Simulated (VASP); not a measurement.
# SiC3 (P-6m2) in VASP: further runs

SiC3 is run at these levels: PBE; tasks: single point.

Everything below comes from runs of VASP 6.6.1. Logs are shortened: lines on timing, memory, paths and dates and some standing lists are left out, and cuts for length are marked.

### Step 1. The cell of the first run

Symmetry: P-6m2, No. 187, hexagonal system. The conventional cell has a = 2.729 Å, b = 2.729 Å, c = 4.698 Å, α = 90.00°, β = 90.00°, γ = 120.00°. Within 2.7 Å of Si (site symmetry -6m2) lie 8 C at 2.04 to 2.35 Å. Within 2.5 Å of C (site symmetry -6m2) lie 6 C at 1.89 Å and 2 Si at 2.35 Å. Within 2.5 Å of C (site symmetry 3m) lie 4 C at 1.89 to 2.09 Å and 3 Si at 2.04 Å.

### Step 2. Single point, PBE

The input, INCAR:

```
ALGO = Normal
EDIFF = 1E-6
ENCUT = 520
GGA = PE
ISIF = 2
ISMEAR = 0
LASPH = T
LCHARG = F
LREAL = F
LWAVE = F
NBANDS = 16
NELM = 60
PREC = Accurate
SIGMA = 0.1
```

The input, KPOINTS:

```
k-points
0
Gamma
  6 6 2
```

The input, POSCAR:

```
SiC3
1.0
    2.7293313012     -0.0000000029      0.0000000000
   -1.3646656481      2.3636702436      0.0000000000
    0.0000000000      0.0000000000      4.6984787648
Si C
1 3
Direct
    0.3333333333      0.6666666667      0.0000000000
    0.3333333333      0.6666666667      0.5000000000
    0.6666666667      0.3333333333      0.2771118078
    0.6666666667      0.3333333333      0.7228881922
```

Potentials or basis: VASP PAW PBE potentials, release 64 (Si, C).

Started as:

```bash
> cat potpaw_PBE.64/Si/POTCAR potpaw_PBE.64/C/POTCAR > POTCAR
> mpirun -np 1 vasp_std > vasp.out
```

OUTCAR:

```text
EDIFF = 1E-6
   ENCUT = 520
   GGA = PE
   ISIF = 2
   ISMEAR = 0
   LASPH = T
   LREAL = F
   NELM = 60
   PREC = Accurate

 ion  position               nearest neighbor table
   1  0.333  0.667  0.000-   3 2.04   4 2.04   3 2.04   4 2.04   3 2.04   4 2.04   2 2.35   2 2.35

   2  0.333  0.667  0.500-   3 1.89   4 1.89   3 1.89   4 1.89   3 1.89   4 1.89   1 2.35   1 2.35

   3  0.667  0.333  0.277-   2 1.89   2 1.89   2 1.89   1 2.04   1 2.04   1 2.04
   4  0.667  0.333  0.723-   2 1.89   2 1.89   2 1.89   1 2.04   1 2.04   1 2.04

  LATTYP: Found a hexagonal cell.
 ALAT       =     2.7293313012
 C/A-ratio  =     1.7214761589

  Lattice vectors:

 A1 = (   2.7293313012,  -0.0000000029,   0.0000000000)
 A2 = (  -1.3646656481,   2.3636702436,   0.0000000000)
 A3 = (   0.0000000000,   0.0000000000,   4.6984787648)

Analysis of symmetry for initial positions (statically):
=====================================================================
 Subroutine PRICEL returns:
 Original cell was already a primitive cell.

 Routine SETGRP: Setting up the symmetry group for a
 hexagonal supercell.

 Subroutine GETGRP returns: Found 12 space group operations
 (whereof 12 operations were pure point group operations)
 out of a pool of 24 trial point group operations.

The static configuration has the point symmetry D_3h.

Analysis of symmetry for dynamics (positions and initial velocities):
=====================================================================
 Subroutine PRICEL returns:
 Original cell was already a primitive cell.

 Routine SETGRP: Setting up the symmetry group for a
 hexagonal supercell.

 Subroutine GETGRP returns: Found 12 space group operations
 (whereof 12 operations were pure point group operations)
 out of a pool of 24 trial point group operations.

The dynamic configuration has the point symmetry D_3h.

 Subroutine INISYM returns: Found 12 space group operations
 (whereof 12 operations are pure point group operations),
 and found     1 'primitive' translations

----------------------------------------------------------------------------------------

                                     Primitive cell

  volume of cell :      30.3110

  direct lattice vectors                    reciprocal lattice vectors
     2.729331301 -0.000000003  0.000000000     0.366390112  0.211535429  0.000000000
    -1.364665648  2.363670244  0.000000000     0.000000000  0.423070859  0.000000000
     0.000000000  0.000000000  4.698478765     0.000000000  0.000000000  0.212834845

  length of vectors
     2.729331301  2.729331301  4.698478765     0.423070859  0.423070859  0.212834845

  position of ions in fractional coordinates (direct lattice)
     0.333333333  0.666666667  0.000000000
     0.333333333  0.666666667  0.500000000
     0.666666667  0.333333333  0.277111808
     0.666666667  0.333333333  0.722888192

  ion indices of the primitive-cell ions
   primitive index   ion index
                 1           1
                 2           2
                 3           3
                 4           4

----------------------------------------------------------------------------------------

 KPOINTS: k-points

Automatic generation of k-mesh.
 Grid dimensions read from file:
 generate k-points for:    6    6    2

 Generating k-lattice:

  Cartesian coordinates                     Fractional coordinates (reciprocal lattice)
     0.061065019  0.035255905  0.000000000     0.166666667  0.000000000  0.000000000
     0.000000000  0.070511810  0.000000000     0.000000000  0.166666667  0.000000000
     0.000000000  0.000000000  0.106417423     0.000000000  0.000000000  0.500000000

  Length of vectors
     0.070511810  0.070511810  0.106417423

  Shift w.r.t. Gamma in fractional coordinates (k-lattice)
     0.000000000  0.000000000  0.000000000

 Subroutine IBZKPT returns following result:
 ===========================================

 Found     14 irreducible k-points:

 Following reciprocal coordinates:
            Coordinates               Weight
  0.000000  0.000000  0.000000      1.000000
  0.166667  0.000000  0.000000      6.000000
  0.333333  0.000000  0.000000      6.000000
  0.500000  0.000000  0.000000      3.000000
  0.166667  0.166667  0.000000      6.000000
  0.333333  0.166667  0.000000     12.000000
  0.333333  0.333333  0.000000      2.000000
  0.000000  0.000000  0.500000      1.000000
  0.166667  0.000000  0.500000      6.000000
  0.333333  0.000000  0.500000      6.000000
  0.500000  0.000000  0.500000      3.000000
  0.166667  0.166667  0.500000      6.000000
  0.333333  0.166667  0.500000     12.000000
  0.333333  0.333333  0.500000      2.000000
   k-points           NKPTS =     14   k-points in BZ     NKDIM =     14   number of bands    NBANDS=     16
   number of dos      NEDOS =    301   number of ions     NIONS =      4
   total plane-waves  NPLWV =  14400
   dimension x,y,z NGX =    20 NGY =   20 NGZ =   36
   dimension x,y,z NGXF=    40 NGYF=   40 NGZF=   72
   ions per type =               1   3
   NGX,Y,Z   is equivalent  to a cutoff of  12.18, 12.18, 12.74 a.u.
   NGXF,Y,Z  is equivalent  to a cutoff of  24.36, 24.36, 25.48 a.u.
 SYSTEM =  unknown system
   PREC   = accura    normal or accurate (medium, high low for compatibility)
   ISTART =      0    job   : 0-new  1-cont  2-samecut
   ICHARG =      2    charge: 1-file 2-atom 10-const
   ISPIN  =      1    spin polarized calculation?
   LNONCOLLINEAR =      F non collinear calculations
   LSORBIT =      F    spin-orbit coupling
   LASPH  =      T    aspherical Exc in radial PAW
   ENCUT  =  520.0 eV  38.22 Ry    6.18 a.u.   5.07  5.07  8.74*2*pi/ulx,y,z
   NELM   =     60;   NELMIN=  2; NELMDL= -5     # of ELM steps
   EDIFF  = 0.1E-05   stopping-criterion for ELM
   LREAL  =      F    real-space projection
   EDIFFG = 0.1E-04   stopping-criterion for IOM
   NSW    =      0    number of steps for IOM
   IBRION =     -1    ionic relax: 0-MD 1-quasi-New 2-CG
   NFREE  =      0    steps in history (QN), initial steepest desc. (CG)
   ISIF   =      2    stress and relaxation
   ISYM   =      2    0-nonsym 1-usesym 2-fastsym
   POTIM  = 0.5000    time-step for ionic-motion
   TEBEG  =    0.0;   TEEND  =   0.0 temperature during run
   PSTRESS=    0.0 pullay stress
   NELECT =      16.0000    total number of electrons
   NUPDOWN=      -1.0000    fix difference up-down
   EMIN   =  10.00;   EMAX   =-10.00  energy-range for DOS
   EFERMI =   0.00;   METHOD = LEGACY
   ISMEAR =     0;   SIGMA  =   0.10  broadening in eV -4-tet -1-fermi 0-gaus
   EFERMI_NEDOS =   21; number of points for ismear=-14 and -15
   IALGO  =     38    algorithm
   IMIX   =      4    mixing-type and parameters
     AMIX     =   0.40;   BMIX     =  1.00
     AMIX_MAG =   1.60;   BMIX_MAG =  1.00
  volume/ion in A,a.u.               =       7.58        51.14
  Fermi-wavevector in a.u.,A,eV,Ry     =   1.323066  2.500231 23.817031  1.750502
  Thomas-Fermi vector in A             =   2.452701
   LORBIT       =      0    0 simple, 1 ext, 2 COOP (PROOUT), +10 PAW based schemes
   GGA     = PE    functional components
   LHFCALC =     F    Hartree Fock is set to
   AEXX    =    0.0000 exact exchange contribution
   IVDW    =     0    specifies the selected vdW correction
   LEPSILON=     F    determine dielectric tensor
   LRPA    =     F    only Hartree local field effects (RPA)
 non-spin polarized calculation
 Gauss-broadening in eV      SIGMA  =   0.10
  energy-cutoff  :      520.00
  volume of cell :       30.31
 maximum number of plane-waves:       830
   NGX = 11   NGY = 11   NGZ = 17

 number of electron      16.0000000 magnetization

 Free energy of the ion-electron system (eV)
  ---------------------------------------------------
  ext. energy  EPLUGINS =         0.00000000
  ---------------------------------------------------
  free energy    TOTEN  =       -23.85944745 eV

  energy without entropy =      -23.85027813  energy(sigma->0) =      -23.85486279

 E-fermi :  10.9477     XC(G=0): -12.7238

 val. band max:       10.9381320617   @ k =   0.3333   0.0000   0.0000
 cond. band min:      11.2410977608   @ k =   0.0000   0.0000   0.5000
 fundamental gap:      0.3029656991
 Fermi energy:        10.9477050975

 k-point     1 :       0.0000    0.0000    0.0000
  band No.  band energies     occupation
      1      -8.8792      2.00000
      2      -3.2840      2.00000
      3      -2.4852      2.00000
      4       8.4072      2.00000
      5       8.4072      2.00000
      6      10.0587      2.00000
[... 8 lines left out ...]
     15      19.9555      0.00000
     16      20.3093      0.00000

 k-point     2 :       0.1667    0.0000    0.0000
  band No.  band energies     occupation
      1      -8.2683      2.00000
      2      -2.7063      2.00000
      3      -1.8777      2.00000
      4       5.3914      2.00000
      5       7.4496      2.00000
      6       9.3519      2.00000
[... 8 lines left out ...]
     15      20.0349      0.00000
     16      21.4095      0.00000

 k-point     3 :       0.3333    0.0000    0.0000
  band No.  band energies     occupation
      1      -6.4884      2.00000
      2      -1.0284      2.00000
      3      -0.2696      2.00000
      4       1.0526      2.00000
      5       5.8385      2.00000
      6       6.1495      2.00000
[... 8 lines left out ...]
     15      21.5954      0.00000
     16      21.7794      0.00000

 k-point     4 :       0.5000    0.0000    0.0000
  band No.  band energies     occupation
      1      -4.4100      2.00000
      2      -2.2241      2.00000
      3       0.8877      2.00000
      4       1.6323      2.00000
      5       3.0923      2.00000
      6       5.3929      2.00000
[... 8 lines left out ...]
     15      20.7701      0.00000
     16      22.3561      0.00000
[... 134 lines left out ...]
 k-point    12 :       0.1667    0.1667    0.5000
  band No.  band energies     occupation
      1      -6.2525      2.00000
      2      -4.7219      2.00000
      3       3.0671      2.00000
      4       4.7174      2.00000
      5       4.9984      2.00000
      6       5.8020      2.00000
[... 8 lines left out ...]
     15      19.8353      0.00000
     16      21.6837      0.00000

 k-point    13 :       0.3333    0.1667    0.5000
  band No.  band energies     occupation
      1      -4.1074      2.00000
      2      -2.4516      2.00000
      3      -0.3027      2.00000
      4       1.7602      2.00000
      5       4.2187      2.00000
      6       6.0415      2.00000
[... 8 lines left out ...]
     15      21.0588      0.00000
     16      22.5642      0.00000

 k-point    14 :       0.3333    0.3333    0.5000
  band No.  band energies     occupation
      1      -2.1547      2.00000
      2      -1.7758      2.00000
      3      -0.9001      2.00000
      4       1.1026      2.00000
      5       2.3895      2.00000
      6       3.7154      2.00000
[... 8 lines left out ...]
     15      21.4681      0.00000
     16      24.0738      0.00000

------------------------ aborting loop because EDIFF is reached ----------------------------------------

  FORCE on cell =-STRESS in cart. coord.  units (eV):
  Direction    XX          YY          ZZ          XY          YZ          ZX
  --------------------------------------------------------------------------------------
  -------------------------------------------------------------------------------------
  Total        0.0003026      0.0003026     -0.0150628     -0.0000000      0.0000000     -0.0000000
  in kB        0.0159952      0.0159952     -0.7961906     -0.0000000      0.0000000     -0.0000000
  external PRESSURE =      -0.2547334 kB  Pullay stress =       0.0000000 kB

 VOLUME and BASIS-vectors are now :
 -----------------------------------------------------------------------------
  energy-cutoff  :      520.00
  volume of cell :       30.31
      direct lattice vectors                 reciprocal lattice vectors
     2.729331301 -0.000000003  0.000000000     0.366390112  0.211535429  0.000000000
    -1.364665648  2.363670244  0.000000000     0.000000000  0.423070859  0.000000000
     0.000000000  0.000000000  4.698478765     0.000000000  0.000000000  0.212834845

 POSITION                                       TOTAL-FORCE (eV/Angst)
 -----------------------------------------------------------------------------------
      0.00000      1.57578      0.00000         0.000000     -0.000000     -0.000000
      0.00000      1.57578      2.34924        -0.000000      0.000000     -0.000000
      1.36467      0.78789      1.30200         0.000000     -0.000000     -0.006693
      1.36467      0.78789      3.39647         0.000000     -0.000000      0.006693
 -----------------------------------------------------------------------------------
    total drift:                               -0.000000      0.000000      0.000000

  FREE ENERGIE OF THE ION-ELECTRON SYSTEM (eV)
  ---------------------------------------------------
  free  energy   TOTEN  =       -23.8594474476 eV

  energy  without entropy=      -23.8502781315  energy(sigma->0) =      -23.85486279
```

Run time: 16 s. Hardware: 1 thread of Intel Xeon 8259CL, shared host; peak memory 0.13 GiB.

Results:

```yaml
Free_energy: -23.8594 eV
Pressure: 0.0 GPa
Largest_force: 0.007 eV/Å
Band_gap_on_the_k_mesh: zero (band 8 reaches 12.44 eV, above the bottom of band 9 at 8.33 eV)
```

Forces on the atoms (eV/Å):
```
Si   0.000  0.000  0.000
C    0.000  0.000  0.000
C    0.000  0.000 -0.007
C    0.000  0.000  0.007
```

Caveat: the k points lie up to 0.67 Å⁻¹ apart.

### Step 3. Single point, PBE

The input, INCAR:

```
ALGO = Normal
EDIFF = 1E-6
ENCUT = 520
GGA = PE
ISIF = 2
ISMEAR = 0
LASPH = T
LCHARG = T
LELF = T
LREAL = F
LVHAR = T
LWAVE = F
NBANDS = 16
NELM = 100
PREC = Accurate
SIGMA = 0.1
```

The input, KPOINTS:

```
k-points
0
Gamma
  6 6 4
```

The input, POSCAR:

```
SiC3
1.0
    2.7077265981      0.0000000000      0.0000000000
   -1.3538632991      2.3449600205      0.0000000000
    0.0000000000      0.0000000000      4.7716095240
Si C
1 3
Direct
    0.3333333333      0.6666666667      0.0000000000
    0.3333333333      0.6666666667      0.5000000000
    0.6666666667      0.3333333333      0.2821508408
    0.6666666667      0.3333333333      0.7178491592
```

Potentials or basis: VASP PAW PBE potentials, release 64 (Si, C).

Started as:

```bash
> cat potpaw_PBE.64/Si/POTCAR potpaw_PBE.64/C/POTCAR > POTCAR
> mpirun -np 1 vasp_std > vasp.out
```

Run time: 24 s. Hardware: 1 thread of Intel Xeon 8259CL, shared host; peak memory 0.13 GiB.

Results (log left out):

* Free energy: -23.7453 eV
* Pressure: 0.1 GPa
* Largest force: 0.010 eV/Å
* Band gap on the k mesh: zero (band 8 reaches 12.59 eV, above the bottom of band 9 at 8.21 eV)

Forces in eV/Å, atoms in the order of the input:
```
Si   0.000  0.000  0.000
C    0.000  0.000  0.000
C    0.000  0.000 -0.010
C    0.000  0.000  0.010
```

Stress tensor (GPa, compression positive):
```
-0.01  0.00  0.00
 0.00 -0.01  0.00
 0.00  0.00  0.41
```

Levels at points of the mesh, in eV from the Fermi level:
```
           k point  band 4  band 5  band 6  band 7  band 8  band 9  band 10  band 11  band 12  band 13
(0.00, 0.00, 0.00)   -2.49   -2.49   -1.32    1.54    1.54    2.48     2.98     2.98     5.15     6.84
(0.50, 0.00, 0.00)   -9.42   -7.96   -5.67   -5.30   -0.39    1.88     2.00     2.98     4.88     5.39
(0.00, 0.00, 0.50)   -7.01   -2.21   -2.21    0.52    0.52    2.87     3.67     3.67     5.19     8.55
(0.50, 0.00, 0.50)  -10.47   -4.94   -4.66   -2.41   -1.88   -0.47    -0.36     2.99     4.58     5.70
```

Caveat: the k points lie up to 0.45 Å⁻¹ apart.
